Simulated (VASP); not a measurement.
# SnO2 (Cm) in VASP: a series of runs

The runs below take SnO2 through single point, with PBE+D3(BJ).

Program: VASP 6.6.1. These are calculated values, not measurements. Logs are shortened: lines on timing, memory, paths and dates and some standing lists are left out, and cuts for length are marked.

## (1) The cell of the first run

It takes space group Cm (No. 8, monoclinic). Conventional cell: a = 5.607 Å, b = 3.237 Å, c = 4.680 Å, α = 90.00°, β = 113.54°, γ = 90.00°. Within 2.6 Å of Sn (site symmetry m) lie 6 O at 1.94 to 2.21 Å. O (site symmetry m) has 3 Sn at 2.05 to 2.15 Å and 6 O at 2.64 to 3.07 Å within 3.1 Å. Within 3.1 Å of O (site symmetry m) lie 3 Sn at 1.94 to 2.21 Å and 6 O at 2.64 to 3.07 Å.

## (2) Single point, PBE+D3(BJ) (atoms displaced along a vibrational mode)

Contents of INCAR:

```
  ALGO = Normal
  EDIFF = 1E-6
  ENCUT = 520
  GGA = PE
  ISIF = 2
  ISMEAR = 0
  IVDW = 12
  LASPH = True
  LCHARG = True
  LELF = True
  LREAL = False
  LVHAR = True
  LWAVE = False
  NBANDS = 64
  NELM = 100
  PREC = Accurate
  SIGMA = 0.05
```

Contents of KPOINTS:

```
k-points
0
Gamma
  6 6 6
```

Contents of POSCAR:

```
SnO2
1.0
    3.2373377712      1.8690778337      4.2908446647
   -3.2373377712      1.8690778337      4.2908446647
    0.0000000000     -3.7381556673      4.2908446647
Sn O
4 8
Direct
    0.8623628268      0.8659869736      0.8659869734
    0.3624025311      0.3659816888      0.8659916371
    0.3624025311      0.8659916373      0.3659816886
    0.8623753838      0.3659910859      0.3659910857
    0.1054797739      0.6289977377      0.6289977603
    0.6054974753      0.1290481682      0.6290058737
    0.6054974753      0.6290058512      0.1290481908
    0.6418814113      0.5916653242      0.5916653029
    0.1054932186      0.1290337086      0.1290337311
    0.1419249670      0.0916097790      0.5916603740
    0.1419249670      0.5916603953      0.0916097577
    0.6418686113      0.0916410621      0.0916410407
```

Potentials or basis: VASP PAW PBE potentials, release 64 (Sn_d, O).

Command:

```bash
> cat potpaw_PBE.64/Sn_d/POTCAR potpaw_PBE.64/O/POTCAR > POTCAR
> mpirun -np 1 vasp_std > vasp.out
```

OUTCAR:

```text
EDIFF = 1E-6
   ENCUT = 520
   GGA = PE
   ISIF = 2
   ISMEAR = 0
   IVDW = 12
   LASPH = True
   LREAL = False
   NELM = 100
   PREC = Accurate
 IVDW          = 12

 ion  position               nearest neighbor table
   1  0.862  0.866  0.866-  12 1.94   5 2.05   6 2.15   7 2.15  11 2.21  10 2.21   2 3.24   3 3.24
                             4 3.24   4 3.24   2 3.24   3 3.24
   2  0.362  0.366  0.866-  11 1.94   6 2.05   9 2.15   5 2.15  12 2.21   8 2.21   1 3.24   4 3.24
                             3 3.24   3 3.24   4 3.24   1 3.24
   3  0.362  0.866  0.366-  10 1.94   7 2.05   9 2.15   5 2.15  12 2.21   8 2.21   1 3.24   4 3.24
                             2 3.24   2 3.24   4 3.24   1 3.24
   4  0.862  0.366  0.366-   8 1.94   9 2.05   7 2.15   6 2.15  10 2.21  11 2.21   3 3.24   2 3.24
                             1 3.24   1 3.24   3 3.24   2 3.24
   5  0.105  0.629  0.629-   1 2.05   2 2.15   3 2.15
   6  0.605  0.129  0.629-   2 2.05   4 2.15   1 2.15
   7  0.605  0.629  0.129-   3 2.05   4 2.15   1 2.15
   8  0.642  0.592  0.592-   4 1.94   3 2.21   2 2.21
   9  0.105  0.129  0.129-   4 2.05   3 2.15   2 2.15
  10  0.142  0.092  0.592-   3 1.94   1 2.21   4 2.21
  11  0.142  0.592  0.092-   2 1.94   1 2.21   4 2.21
  12  0.642  0.092  0.092-   1 1.94   2 2.21   3 2.21

  LATTYP: Found a trigonal (rhomboedric) cell.
 ALAT       =     5.6907957027
 COS(alpha) =     0.3527679204

  Lattice vectors:

 A1 = (   3.2373377712,   1.8690778337,   4.2908446647)
 A2 = (  -3.2373377712,   1.8690778337,   4.2908446647)
 A3 = (   0.0000000000,  -3.7381556673,   4.2908446647)

Analysis of symmetry for initial positions (statically):
=====================================================================
 Subroutine PRICEL returns:
 Original cell was already a primitive cell.

 Routine SETGRP: Setting up the symmetry group for a
 trigonal (rhombohedral) supercell.

 Subroutine GETGRP returns: Found  2 space group operations
 (whereof  2 operations were pure point group operations)
 out of a pool of 12 trial point group operations.

The static configuration has the point symmetry C_1h.

Analysis of symmetry for dynamics (positions and initial velocities):
=====================================================================
 Subroutine PRICEL returns:
 Original cell was already a primitive cell.

 Routine SETGRP: Setting up the symmetry group for a
 trigonal (rhombohedral) supercell.

 Subroutine GETGRP returns: Found  2 space group operations
 (whereof  2 operations were pure point group operations)
 out of a pool of 12 trial point group operations.

The dynamic configuration has the point symmetry C_1h.

 Subroutine INISYM returns: Found  2 space group operations
 (whereof  2 operations are pure point group operations),
 and found     1 'primitive' translations

----------------------------------------------------------------------------------------

                                     Primitive cell

  volume of cell :     155.7792

  direct lattice vectors                    reciprocal lattice vectors
     3.237337771  1.869077834  4.290844665     0.154447894  0.089170533  0.077684782
    -3.237337771  1.869077834  4.290844665    -0.154447894  0.089170533  0.077684782
     0.000000000 -3.738155667  4.290844665     0.000000000 -0.178341066  0.077684782

  length of vectors
     5.690795703  5.690795703  5.690795703     0.194526248  0.194526248  0.194526248

  position of ions in fractional coordinates (direct lattice)
     0.862362827  0.865986974  0.865986973
     0.362402531  0.365981689  0.865991637
     0.362402531  0.865991637  0.365981689
     0.862375384  0.365991086  0.365991086
     0.105479774  0.628997738  0.628997760
     0.605497475  0.129048168  0.629005874
     0.605497475  0.629005851  0.129048191
     0.641881411  0.591665324  0.591665303
     0.105493219  0.129033709  0.129033731
     0.141924967  0.091609779  0.591660374
     0.141924967  0.591660395  0.091609758
     0.641868611  0.091641062  0.091641041

  ion indices of the primitive-cell ions
   primitive index   ion index
                 1           1
                 2           2
                 3           3
                 4           4
                 5           5
                 6           6
                 7           7
                 8           8
                 9           9
                10          10
                11          11
                12          12

----------------------------------------------------------------------------------------

 KPOINTS: k-points

Automatic generation of k-mesh.
 Grid dimensions read from file:
 generate k-points for:    6    6    6

 Generating k-lattice:

  Cartesian coordinates                     Fractional coordinates (reciprocal lattice)
     0.025741316  0.014861756  0.012947464     0.166666667  0.000000000  0.000000000
    -0.025741316  0.014861756  0.012947464     0.000000000  0.166666667  0.000000000
     0.000000000 -0.029723511  0.012947464     0.000000000  0.000000000  0.166666667

  Length of vectors
     0.032421041  0.032421041  0.032421041

  Shift w.r.t. Gamma in fractional coordinates (k-lattice)
     0.000000000  0.000000000  0.000000000

 Subroutine IBZKPT returns following result:
 ===========================================

 Found     68 irreducible k-points:

 Following reciprocal coordinates:
            Coordinates               Weight
  0.000000  0.000000  0.000000      1.000000
  0.166667 -0.000000  0.000000      2.000000
 -0.000000  0.166667  0.000000      4.000000
  0.333333  0.000000  0.000000      2.000000
  0.000000  0.333333  0.000000      4.000000
  0.500000  0.000000 -0.000000      1.000000
[... 16 lines left out ...]
  0.500000  0.333333  0.000000      4.000000
  0.000000  0.500000  0.333333      4.000000
 [... further k-points ...]
   k-points           NKPTS =     68   k-points in BZ     NKDIM =     68   number of bands    NBANDS=     64
   number of dos      NEDOS =    301   number of ions     NIONS =     12
   total plane-waves  NPLWV =  74088
   dimension x,y,z NGX =    42 NGY =   42 NGZ =   42
   dimension x,y,z NGXF=    84 NGYF=   84 NGZF=   84
   ions per type =               4   8
   NGX,Y,Z   is equivalent  to a cutoff of  12.27, 12.27, 12.27 a.u.
   NGXF,Y,Z  is equivalent  to a cutoff of  24.54, 24.54, 24.54 a.u.
 SYSTEM =  unknown system
   PREC   = accura    normal or accurate (medium, high low for compatibility)
   ISTART =      0    job   : 0-new  1-cont  2-samecut
   ICHARG =      2    charge: 1-file 2-atom 10-const
   ISPIN  =      1    spin polarized calculation?
   LNONCOLLINEAR =      F non collinear calculations
   LSORBIT =      F    spin-orbit coupling
   LASPH  =      T    aspherical Exc in radial PAW
   ENCUT  =  520.0 eV  38.22 Ry    6.18 a.u.  10.58 10.58 10.58*2*pi/ulx,y,z
   NELM   =    100;   NELMIN=  2; NELMDL= -5     # of ELM steps
   EDIFF  = 0.1E-05   stopping-criterion for ELM
   LREAL  =      F    real-space projection
   EDIFFG = 0.1E-04   stopping-criterion for IOM
   NSW    =      0    number of steps for IOM
   IBRION =     -1    ionic relax: 0-MD 1-quasi-New 2-CG
   NFREE  =      0    steps in history (QN), initial steepest desc. (CG)
   ISIF   =      2    stress and relaxation
   ISYM   =      2    0-nonsym 1-usesym 2-fastsym
   POTIM  = 0.5000    time-step for ionic-motion
   TEBEG  =    0.0;   TEEND  =   0.0 temperature during run
   PSTRESS=    0.0 pullay stress
   NELECT =     104.0000    total number of electrons
   NUPDOWN=      -1.0000    fix difference up-down
   EMIN   =  10.00;   EMAX   =-10.00  energy-range for DOS
   EFERMI =   0.00;   METHOD = LEGACY
   ISMEAR =     0;   SIGMA  =   0.05  broadening in eV -4-tet -1-fermi 0-gaus
   EFERMI_NEDOS =   21; number of points for ismear=-14 and -15
   IALGO  =     38    algorithm
   IMIX   =      4    mixing-type and parameters
     AMIX     =   0.40;   BMIX     =  1.00
     AMIX_MAG =   1.60;   BMIX_MAG =  1.00
  volume/ion in A,a.u.               =      12.98        87.60
  Fermi-wavevector in a.u.,A,eV,Ry     =   1.430813  2.703844 27.854188  2.047225
  Thomas-Fermi vector in A             =   2.550617
   LORBIT       =      0    0 simple, 1 ext, 2 COOP (PROOUT), +10 PAW based schemes
   GGA     = PE    functional components
   LHFCALC =     F    Hartree Fock is set to
   AEXX    =    0.0000 exact exchange contribution
   IVDW    =    12    specifies the selected vdW correction
   LEPSILON=     F    determine dielectric tensor
   LRPA    =     F    only Hartree local field effects (RPA)
 non-spin polarized calculation
 Gauss-broadening in eV      SIGMA  =   0.05
  energy-cutoff  :      520.00
  volume of cell :      155.78
 maximum number of plane-waves:      4212
   NGX = 21   NGY = 21   NGZ = 21

 number of electron     103.9999989 magnetization

 Free energy of the ion-electron system (eV)
  ---------------------------------------------------
  ext. energy  EPLUGINS =         0.00000000
  ---------------------------------------------------
  free energy    TOTEN  =       -71.51769943 eV

  energy without entropy =      -71.51769943  energy(sigma->0) =      -71.51769943

 E-fermi :   5.2594     XC(G=0): -10.7248

 val. band max:        4.9769655313   @ k =   0.0000   0.0000   0.0000
 cond. band min:       6.4123793298   @ k =   0.0000   0.0000   0.0000
 fundamental gap:      1.4354137985
 Fermi energy:         5.2593663667

 k-point     1 :       0.0000    0.0000    0.0000
  band No.  band energies     occupation
      1     -16.0722      2.00000
      2     -16.0231      2.00000
      3     -16.0228      2.00000
      4     -15.5636      2.00000
      5     -15.2201      2.00000
      6     -15.1690      2.00000
[... 1597 lines left out ...]
     63      14.4822      0.00000
     64      14.4981      0.00000

 [... further k-points ...]

------------------------ aborting loop because EDIFF is reached ----------------------------------------

 Edisp (eV)   -2.41284

 E8    (eV) :    -0.9594

  FORCE on cell =-STRESS in cart. coord.  units (eV):
  Direction    XX          YY          ZZ          XY          YZ          ZX
  --------------------------------------------------------------------------------------
  -------------------------------------------------------------------------------------
  Total       5.08452     2.55713     4.35439     2.18878    -6.35588   -11.00871
  in kB      52.29389    26.29986    44.78459    22.51149   -65.36976  -113.22379
  external pressure =       41.13 kB  Pullay stress =        0.00 kB

 VOLUME and BASIS-vectors are now :
 -----------------------------------------------------------------------------
  energy-cutoff  :      520.00
  volume of cell :      155.78
      direct lattice vectors                 reciprocal lattice vectors
     3.237337771  1.869077834  4.290844665     0.154447894  0.089170533  0.077684782
    -3.237337771  1.869077834  4.290844665    -0.154447894  0.089170533  0.077684782
     0.000000000 -3.738155667  4.290844665     0.000000000 -0.178341066  0.077684782

 POSITION                                       TOTAL-FORCE (eV/Angst)
 -----------------------------------------------------------------------------------
     -0.01173     -0.00677     11.13190         1.345276      0.776695     -0.574711
     -0.01159     -1.87580      6.84122         1.336226      0.774445     -0.575356
     -1.63029      0.92787      6.84122         1.338803      0.769983     -0.575356
      1.60696      0.92778      6.84114         1.340206      0.773768     -0.570176
     -1.69480     -0.97850      5.85046         0.923440      0.533148     -0.229857
      1.54243     -0.97840      5.85079         0.925455      0.533190     -0.233066
     -0.07610      1.82498      5.85079         0.924484      0.534872     -0.233066
      0.16257      0.09386      7.83170        -2.261707     -1.305797      0.804849
     -0.07621     -0.04400      1.55998         0.924634      0.533838     -0.232950
      0.16289     -1.77522      3.54078        -2.266864     -1.308150      0.806204
     -1.45595      1.02868      3.54078        -2.266323     -1.309087      0.806204
      1.78127      1.02842      3.54059        -2.263628     -1.306906      0.807283
 -----------------------------------------------------------------------------------
    total drift:                                0.003729      0.002160      0.000523

  FREE ENERGIE OF THE ION-ELECTRON SYSTEM (eV)
  ---------------------------------------------------
  free  energy   TOTEN  =       -73.9305439832 eV

  energy  without entropy=      -73.9305439832  energy(sigma->0) =      -73.93054398
```

It took 11 min on 1 thread of Oxide Virtual Turin-like, shared host; peak memory 0.54 GiB.

Results:

| Quantity | Value |
| --- | --- |
| Free energy | -73.9305 eV |
| Pressure | 4.1 GPa |
| Largest force | 2.739 eV/Å |
| Band gap on the k mesh | 1.44 eV |
| Dispersion energy per atom | -0.201 eV |

Forces in eV/Å, atoms in the order of the input:
```
Sn   1.345  0.777 -0.575
Sn   1.336  0.774 -0.575
Sn   1.339  0.770 -0.575
Sn   1.340  0.774 -0.570
O    0.923  0.533 -0.230
O    0.925  0.533 -0.233
O    0.924  0.535 -0.233
O   -2.262 -1.306  0.805
O    0.925  0.534 -0.233
O   -2.267 -1.308  0.806
O   -2.266 -1.309  0.806
O   -2.264 -1.307  0.807
```

Levels at points of the mesh, in eV from the valence-band top:
| k point | band 48 | band 49 | band 50 | band 51 | band 52 | band 53 | band 54 | band 55 | band 56 | band 57 |
| --- | --- | --- | --- | --- | --- | --- | --- | --- | --- | --- |
| (0.00, 0.00, 0.00) | -0.59 | -0.36 | -0.08 | 0.00 | 0.00 | 1.44 | 4.60 | 4.61 | 5.22 | 5.38 |
| (0.50, 0.00, 0.00) | -0.76 | -0.28 | -0.28 | -0.25 | -0.25 | 4.20 | 4.21 | 5.40 | 5.40 | 6.56 |
| (0.00, 0.50, 0.00) | -0.59 | -0.54 | -0.54 | -0.07 | -0.06 | 3.84 | 3.84 | 5.55 | 5.55 | 6.51 |
| (0.50, 0.50, 0.00) | -0.99 | -0.63 | -0.63 | -0.14 | -0.14 | 4.24 | 4.24 | 5.61 | 5.61 | 7.09 |
| (0.00, 0.50, 0.50) | -0.89 | -0.66 | -0.66 | -0.30 | -0.30 | 4.57 | 4.57 | 5.27 | 5.27 | 7.38 |
| (0.50, 0.50, 0.50) | -1.01 | -0.96 | -0.87 | -0.87 | -0.80 | 3.33 | 4.97 | 4.97 | 5.61 | 5.75 |

Caveat: the cell differs from its parent crystal (atoms displaced along a vibrational mode); the cell stands under pressure; spin-orbit coupling is left out, which moves the levels of the heavy elements; forces of over 1 eV/Å act on the atoms, so gaps and moduli don't describe the material at rest.

[end of part 1 of 2]
